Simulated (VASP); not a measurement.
Write the native input for VASP 6.6.1 that does the following.

```yaml
Task: single point
Functional: r2SCAN
Dispersion: rVV10
Potentials_or_basis: VASP PAW PBE potentials, release 64 (Li_sv, F)
Cutoff: 520 eV
k_mesh: 6 × 6 × 4
Occupations: gaussian, width 0.01 eV
Spin: no spin polarisation
Dipole_correction: no
Further_INCAR_settings: ALGO = Normal; EDIFF = 1e-07; NBANDS = 18
```

LiF:

```
Li F
1.0
     3.08105    0.00000    0.00000
    -1.54053    2.66827    0.00000
     0.00000    0.00000    4.78523
Li F
2 2
Cartesian
  0.0000 1.7788 1.8301
  1.5405 0.8894 4.2227
  0.0000 1.7788 4.7496
  1.5405 0.8894 2.3570
```

One way to write it, as run:

POSCAR

```
LiF
1.0
    3.0810519408      0.0000000000      0.0000000000
   -1.5405259704      2.6682692511      0.0000000000
    0.0000000000      0.0000000000      4.7852338528
Li F
2 2
Direct
    0.3333333333      0.6666666667      0.3824388584
    0.6666666667      0.3333333333      0.8824388584
    0.3333333333      0.6666666667      0.9925591416
    0.6666666667      0.3333333333      0.4925591416
```

INCAR.step1

```
PREC = Accurate
ENCUT = 520
ISMEAR = 0
SIGMA = 0.01
LREAL = F
LASPH = T
NELM = 80
NBANDS = 18
GGA = PE
ALGO = Normal
EDIFF = 1E-4
LWAVE = T
LCHARG = F
```

INCAR.step2

```
PREC = Accurate
ENCUT = 520
EDIFF = 1E-7
ISMEAR = 0
SIGMA = 0.01
LREAL = F
LASPH = T
NELM = 80
ALGO = Normal
ISIF = 2
LWAVE = F
LCHARG = F
METAGGA = R2SCAN
LMIXTAU = T
LUSE_VDW = T
IVDW_NL = 2
BPARAM = 11.95
CPARAM = 0.0093
NBANDS = 18
ISTART = 1
```

KPOINTS

```
regular mesh
0
Gamma
  6 6 4
```

Potentials or basis: VASP PAW PBE potentials, release 64 (Li_sv, F).

The run is started by

```console
$ cat potpaw_PBE.64/Li_sv/POTCAR potpaw_PBE.64/F/POTCAR > POTCAR
$ cp INCAR.step1 INCAR
$ mpirun -np 1 vasp_std > vasp.out
$ cp INCAR.step2 INCAR
$ mpirun -np 1 vasp_std > vasp.out
```

Results of the run:

```json
{"Largest force": "0.004 eV/Å", "Band gap on the k mesh": "8.58 eV"}
```

Caveat: the PAW data sets were made with another functional, which shifts forces and pressure a little.

Wall time 95 s on 1 thread of Intel(R) Xeon(R) Platinum 8375C CPU @ 2.90GHz (Ice Lake), with other jobs on the host, peak memory 0.24 GiB.
